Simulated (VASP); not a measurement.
# SnTe (Pm-3m) in VASP: a series of runs

Runs on SnTe. Level: PBE. Tasks: single point.

Everything below comes from runs of VASP 6.6.1. Logs are shortened: lines on timing, memory, paths and dates and some standing lists are left out, and cuts for length are marked.

### 1 The cell of the first run

It takes space group Pm-3m (No. 221, cubic). The conventional cell has a = 3.892 Å, b = 3.892 Å, c = 3.892 Å, α = 90.00°, β = 90.00°, γ = 90.00°. Within 4.4 Å of Sn (site symmetry m-3m) lie 8 Te at 3.37 Å and 6 Sn at 3.89 Å. Within 4.4 Å of Te (site symmetry m-3m) lie 8 Sn at 3.37 Å and 6 Te at 3.89 Å.

### 2 Single point, PBE

INCAR

```
SYSTEM = SnTe
ALGO     = Normal         ! electronic algorithm
EDIFF    = 1E-7           ! SCF threshold, eV
ENCUT    = 520            ! plane-wave cutoff, eV
GGA      = PE             ! functional
ISIF     = 2              ! what is computed and relaxed
ISMEAR   = -1             ! smearing method
LASPH    = .True.         ! aspherical terms in the spheres
LCHARG   = .True.         ! write CHGCAR
LELF     = .True.         ! ELF
LREAL    = .False.        ! projectors in reciprocal space
LVHAR    = .True.       
LWAVE    = .False.        ! write WAVECAR
NBANDS   = 17             ! bands
NELM     = 60             ! most SCF steps
PREC     = Accurate       ! precision mode
SIGMA    = 0.05           ! smearing width, eV
```

KPOINTS

```
k-points
0
Gamma
  4 4 4
  0 0 0
```

POSCAR

```
SnTe
1.0
    3.8918236295      0.0000000000      0.0000000000
    0.0000000000      3.8918236295      0.0000000000
    0.0000000000      0.0000000000      3.8918236295
Sn Te
1 1
Direct
    0.0000000000      0.0000000000      0.0000000000
    0.5000000000      0.5000000000      0.5000000000
```

Potentials or basis: VASP PAW PBE potentials, release 64 (Sn_d, Te).

Run with:

```sh
> cat potpaw_PBE.64/Sn_d/POTCAR potpaw_PBE.64/Te/POTCAR > POTCAR
> mpirun -np 1 vasp_std > vasp.out
```

OUTCAR:

```text
SYSTEM = SnTe
   EDIFF = 1E-7
   ENCUT = 520
   GGA = PE
   ISIF = 2
   ISMEAR = -1
   LASPH = .True.
   LREAL = .False.
   NELM = 60
   PREC = Accurate

 ion  position               nearest neighbor table
   1  0.000  0.000  0.000-   2 3.37   2 3.37   2 3.37   2 3.37   2 3.37   2 3.37   2 3.37   2 3.37

   2  0.500  0.500  0.500-   1 3.37   1 3.37   1 3.37   1 3.37   1 3.37   1 3.37   1 3.37   1 3.37

  LATTYP: Found a simple cubic cell.
 ALAT       =     3.8918236295

  Lattice vectors:

 A1 = (   3.8918236295,   0.0000000000,   0.0000000000)
 A2 = (   0.0000000000,   3.8918236295,   0.0000000000)
 A3 = (   0.0000000000,   0.0000000000,   3.8918236295)

Analysis of symmetry for initial positions (statically):
=====================================================================
 Subroutine PRICEL returns:
 Original cell was already a primitive cell.

 Routine SETGRP: Setting up the symmetry group for a
 simple cubic supercell.

 Subroutine GETGRP returns: Found 48 space group operations
 (whereof 48 operations were pure point group operations)
 out of a pool of 48 trial point group operations.

The static configuration has the point symmetry O_h .

Analysis of symmetry for dynamics (positions and initial velocities):
=====================================================================
 Subroutine PRICEL returns:
 Original cell was already a primitive cell.

 Routine SETGRP: Setting up the symmetry group for a
 simple cubic supercell.

 Subroutine GETGRP returns: Found 48 space group operations
 (whereof 48 operations were pure point group operations)
 out of a pool of 48 trial point group operations.

The dynamic configuration has the point symmetry O_h .

 Subroutine INISYM returns: Found 48 space group operations
 (whereof 48 operations are pure point group operations),
 and found     1 'primitive' translations

----------------------------------------------------------------------------------------

                                     Primitive cell

  volume of cell :      58.9467

  direct lattice vectors                    reciprocal lattice vectors
     3.891823630  0.000000000  0.000000000     0.256948951  0.000000000  0.000000000
     0.000000000  3.891823630  0.000000000     0.000000000  0.256948951  0.000000000
     0.000000000  0.000000000  3.891823630     0.000000000  0.000000000  0.256948951

  length of vectors
     3.891823630  3.891823630  3.891823630     0.256948951  0.256948951  0.256948951

  position of ions in fractional coordinates (direct lattice)
     0.000000000  0.000000000  0.000000000
     0.500000000  0.500000000  0.500000000

  ion indices of the primitive-cell ions
   primitive index   ion index
                 1           1
                 2           2

----------------------------------------------------------------------------------------

 KPOINTS: k-points

Automatic generation of k-mesh.
 Grid dimensions read from file:
 generate k-points for:    4    4    4

 Generating k-lattice:

  Cartesian coordinates                     Fractional coordinates (reciprocal lattice)
     0.064237238  0.000000000  0.000000000     0.250000000  0.000000000  0.000000000
     0.000000000  0.064237238  0.000000000     0.000000000  0.250000000  0.000000000
     0.000000000  0.000000000  0.064237238     0.000000000  0.000000000  0.250000000

  Length of vectors
     0.064237238  0.064237238  0.064237238

  Shift w.r.t. Gamma in fractional coordinates (k-lattice)
     0.000000000  0.000000000  0.000000000

 Subroutine IBZKPT returns following result:
 ===========================================

 Found     10 irreducible k-points:

 Following reciprocal coordinates:
            Coordinates               Weight
  0.000000  0.000000  0.000000      1.000000
  0.250000  0.000000  0.000000      6.000000
  0.500000  0.000000  0.000000      3.000000
  0.250000  0.250000  0.000000     12.000000
  0.500000  0.250000  0.000000     12.000000
  0.500000  0.500000  0.000000      3.000000
  0.250000  0.250000  0.250000      8.000000
  0.500000  0.250000  0.250000     12.000000
  0.500000  0.500000  0.250000      6.000000
  0.500000  0.500000  0.500000      1.000000
   k-points           NKPTS =     10   k-points in BZ     NKDIM =     10   number of bands    NBANDS=     17
   number of dos      NEDOS =    301   number of ions     NIONS =      2
   total plane-waves  NPLWV =  27000
   dimension x,y,z NGX =    30 NGY =   30 NGZ =   30
   dimension x,y,z NGXF=    60 NGYF=   60 NGZF=   60
   ions per type =               1   1
   NGX,Y,Z   is equivalent  to a cutoff of  12.82, 12.82, 12.82 a.u.
   NGXF,Y,Z  is equivalent  to a cutoff of  25.63, 25.63, 25.63 a.u.
 SYSTEM =  SnTe
   PREC   = accura    normal or accurate (medium, high low for compatibility)
   ISTART =      0    job   : 0-new  1-cont  2-samecut
   ICHARG =      2    charge: 1-file 2-atom 10-const
   ISPIN  =      1    spin polarized calculation?
   LNONCOLLINEAR =      F non collinear calculations
   LSORBIT =      F    spin-orbit coupling
   LASPH  =      T    aspherical Exc in radial PAW
   ENCUT  =  520.0 eV  38.22 Ry    6.18 a.u.   7.24  7.24  7.24*2*pi/ulx,y,z
   NELM   =     60;   NELMIN=  2; NELMDL= -5     # of ELM steps
   EDIFF  = 0.1E-06   stopping-criterion for ELM
   LREAL  =      F    real-space projection
   EDIFFG = 0.1E-05   stopping-criterion for IOM
   NSW    =      0    number of steps for IOM
   IBRION =     -1    ionic relax: 0-MD 1-quasi-New 2-CG
   NFREE  =      0    steps in history (QN), initial steepest desc. (CG)
   ISIF   =      2    stress and relaxation
   ISYM   =      2    0-nonsym 1-usesym 2-fastsym
   POTIM  = 0.5000    time-step for ionic-motion
   TEBEG  =    0.0;   TEEND  =   0.0 temperature during run
   PSTRESS=    0.0 pullay stress
   NELECT =      20.0000    total number of electrons
   NUPDOWN=      -1.0000    fix difference up-down
   EMIN   =  10.00;   EMAX   =-10.00  energy-range for DOS
   EFERMI =   0.00;   METHOD = LEGACY
   ISMEAR =    -1;   SIGMA  =   0.05  broadening in eV -4-tet -1-fermi 0-gaus
   EFERMI_NEDOS =   21; number of points for ismear=-14 and -15
   IALGO  =     38    algorithm
   IMIX   =      4    mixing-type and parameters
     AMIX     =   0.40;   BMIX     =  1.00
     AMIX_MAG =   1.60;   BMIX_MAG =  1.00
  volume/ion in A,a.u.               =      29.47       198.90
  Fermi-wavevector in a.u.,A,eV,Ry     =   1.141822  2.157730 17.738692  1.303757
  Thomas-Fermi vector in A             =   2.278521
   LORBIT       =      0    0 simple, 1 ext, 2 COOP (PROOUT), +10 PAW based schemes
   GGA     = PE    functional components
[... 5 lines left out ...]
 non-spin polarized calculation
  energy-cutoff  :      520.00
  volume of cell :       58.95
 maximum number of plane-waves:      1622
 NGX is ok and might be reduce to    30
   NGX = 15   NGY = 15   NGZ = 15

 number of electron      19.9999983 magnetization

 Free energy of the ion-electron system (eV)
  ---------------------------------------------------
  ext. energy  EPLUGINS =         0.00000000
  ---------------------------------------------------
  free energy    TOTEN  =        -6.92138029 eV

  energy without entropy =       -6.89422002  energy(sigma->0) =       -6.90780016

 E-fermi :   7.1295     XC(G=0):  -9.9180

 val. band max:        7.0756525632   @ k =   0.5000   0.2500   0.2500
 cond. band min:       7.1394913372   @ k =   0.5000   0.2500   0.0000
 fundamental gap:      0.0638387740
 Fermi energy:         7.1294946773

 k-point     1 :       0.0000    0.0000    0.0000
  band No.  band energies     occupation
      1     -14.3991      2.00000
      2     -14.3991      2.00000
      3     -14.3600      2.00000
      4     -14.3600      2.00000
      5     -14.3600      2.00000
      6      -5.2276      2.00000
[... 9 lines left out ...]
     16      18.0674      0.00000
     17      18.0674      0.00000

 k-point     2 :       0.2500    0.0000    0.0000
  band No.  band energies     occupation
      1     -14.3984      2.00000
      2     -14.3823      2.00000
      3     -14.3656      2.00000
      4     -14.3656      2.00000
      5     -14.3596      2.00000
      6      -4.7601      2.00000
[... 9 lines left out ...]
     16      15.7670      0.00000
     17      17.7179      0.00000

 k-point     3 :       0.5000    0.0000    0.0000
  band No.  band energies     occupation
      1     -14.3978      2.00000
      2     -14.3712      2.00000
      3     -14.3712      2.00000
      4     -14.3654      2.00000
      5     -14.3593      2.00000
      6      -4.0324      2.00000
[... 9 lines left out ...]
     16      19.0900      0.00000
     17      19.4449      0.00000

 k-point     4 :       0.2500    0.2500    0.0000
  band No.  band energies     occupation
      1     -14.3898      2.00000
      2     -14.3731      2.00000
      3     -14.3725      2.00000
      4     -14.3652      2.00000
      5     -14.3646      2.00000
      6      -4.3218      2.00000
[... 9 lines left out ...]
     16      15.0696      0.00000
     17      15.4877      0.00000

 k-point     5 :       0.5000    0.2500    0.0000
  band No.  band energies     occupation
      1     -14.3871      2.00000
      2     -14.3794      2.00000
      3     -14.3701      2.00000
      4     -14.3642      2.00000
      5     -14.3582      2.00000
      6      -3.6803      2.00000
[... 9 lines left out ...]
     16      15.8532      0.00000
     17      16.3223      0.00000

 k-point     6 :       0.5000    0.5000    0.0000
  band No.  band energies     occupation
      1     -14.3875      2.00000
      2     -14.3808      2.00000
      3     -14.3691      2.00000
      4     -14.3691      2.00000
      5     -14.3464      2.00000
      6      -3.2319      2.00000
[... 9 lines left out ...]
     16      14.4772      0.00000
     17      14.4772      0.00000

 k-point     7 :       0.2500    0.2500    0.2500
  band No.  band energies     occupation
      1     -14.3727      2.00000
      2     -14.3727      2.00000
      3     -14.3724      2.00000
      4     -14.3706      2.00000
      5     -14.3706      2.00000
      6      -3.9217      2.00000
[... 9 lines left out ...]
     16      15.6776      0.00000
     17      17.6213      0.00000

 k-point     8 :       0.5000    0.2500    0.2500
  band No.  band energies     occupation
      1     -14.3784      2.00000
      2     -14.3770      2.00000
      3     -14.3720      2.00000
      4     -14.3701      2.00000
      5     -14.3553      2.00000
      6      -3.3702      2.00000
[... 9 lines left out ...]
     16      16.1614      0.00000
     17      17.9061      0.00000

 k-point     9 :       0.5000    0.5000    0.2500
  band No.  band energies     occupation
      1     -14.3853      2.00000
      2     -14.3760      2.00000
      3     -14.3760      2.00000
      4     -14.3633      2.00000
      5     -14.3461      2.00000
      6      -2.9884      2.00000
[... 9 lines left out ...]
     16      17.9014      0.00000
     17      18.5035      0.00000

 k-point    10 :       0.5000    0.5000    0.5000
  band No.  band energies     occupation
      1     -14.3829      2.00000
      2     -14.3829      2.00000
      3     -14.3829      2.00000
      4     -14.3458      2.00000
      5     -14.3458      2.00000
      6      -2.7019      2.00000
[... 9 lines left out ...]
     16      21.1909      0.00000
     17      22.3822      0.00000

------------------------ aborting loop because EDIFF is reached ----------------------------------------

  FORCE on cell =-STRESS in cart. coord.  units (eV):
  Direction    XX          YY          ZZ          XY          YZ          ZX
  --------------------------------------------------------------------------------------
  -------------------------------------------------------------------------------------
  Total        0.0742363      0.0742363      0.0742363      0.0000000      0.0000000     -0.0000000
  in kB        2.0177496      2.0177496      2.0177496      0.0000000      0.0000000     -0.0000000
  external PRESSURE =       2.0177496 kB  Pullay stress =       0.0000000 kB

 VOLUME and BASIS-vectors are now :
 -----------------------------------------------------------------------------
  energy-cutoff  :      520.00
  volume of cell :       58.95
      direct lattice vectors                 reciprocal lattice vectors
     3.891823630  0.000000000  0.000000000     0.256948951  0.000000000  0.000000000
     0.000000000  3.891823630  0.000000000     0.000000000  0.256948951  0.000000000
     0.000000000  0.000000000  3.891823630     0.000000000  0.000000000  0.256948951

 POSITION                                       TOTAL-FORCE (eV/Angst)
 -----------------------------------------------------------------------------------
      0.00000      0.00000      0.00000         0.000000      0.000000      0.000000
      1.94591      1.94591      1.94591         0.000000      0.000000      0.000000
 -----------------------------------------------------------------------------------
    total drift:                                0.000000     -0.000000     -0.000000

  FREE ENERGIE OF THE ION-ELECTRON SYSTEM (eV)
  ---------------------------------------------------
  free  energy   TOTEN  =        -6.9213802934 eV

  energy  without entropy=       -6.8942200190  energy(sigma->0) =       -6.90780016
```

It took 7.7 s on 1 thread of Intel Xeon Platinum 8488C (Sapphire Rapids), shared host; peak memory 0.16 GiB.

Results:

```
Free energy            : -6.9214 eV
Pressure               : 0.2 GPa
Band gap on the k mesh : zero (band 10 reaches 7.43 eV, above the bottom of band 11 at 5.85 eV)
```

Levels at points of the mesh, in eV from the Fermi level:
```tsv
k point	band 6	band 7	band 8	band 9	band 10	band 11	band 12	band 13	band 14	band 15
(0.00, 0.00, 0.00)	-12.36	-5.24	-1.72	-1.72	-1.72	3.60	3.60	5.46	5.46	5.46
(0.50, 0.00, 0.00)	-11.16	-8.15	-0.24	-0.24	0.06	0.25	2.24	2.24	5.40	6.26
(0.50, 0.50, 0.00)	-10.36	-6.31	-4.79	-4.79	0.30	3.46	3.86	3.86	6.00	7.33
(0.50, 0.50, 0.50)	-9.83	-5.17	-2.88	-2.88	-2.88	-1.28	-1.28	-1.28	14.06	14.06
```

Caveat: the k points lie up to 0.40 Å⁻¹ apart; spin-orbit coupling is left out, which moves the levels of the heavy elements.

### 3 Single point, PBE

INCAR

```
ALGO = Normal ; EDIFF = 1E-7
ENCUT = 520 ; GGA = PE
ISIF = 2 ; ISMEAR = -1
LASPH = T ; LCHARG = F
LREAL = F ; LWAVE = F
NBANDS = 17 ; NELM = 100
PREC = Accurate ; SIGMA = 0.02
```

KPOINTS

```
k-points
0
Gamma
  5 5 5
```

POSCAR is that of step 2.

Potentials or basis: VASP PAW PBE potentials, release 64 (Sn_d, Te).

Run with:

```sh
> cat potpaw_PBE.64/Sn_d/POTCAR potpaw_PBE.64/Te/POTCAR > POTCAR
> mpirun -np 1 vasp_std > vasp.out
```

It took 7.5 s on 1 thread of Intel Xeon Platinum 8488C (Sapphire Rapids), shared host; peak memory 0.16 GiB.

Results (log left out):

```
Free energy            : -7.0888 eV
Pressure               : -0.1 GPa
Band gap on the k mesh : zero (band 10 reaches 7.32 eV, above the bottom of band 11 at 6.62 eV)
```

Levels at points of the mesh, in eV from the Fermi level:
| k point | band 8 | band 9 | band 10 | band 11 | band 12 | band 13 |
| --- | --- | --- | --- | --- | --- | --- |
| (0.00, 0.00, 0.00) | -1.87 | -1.87 | -1.87 | 3.44 | 3.44 | 5.29 |

Caveat: spin-orbit coupling is left out, which moves the levels of the heavy elements.
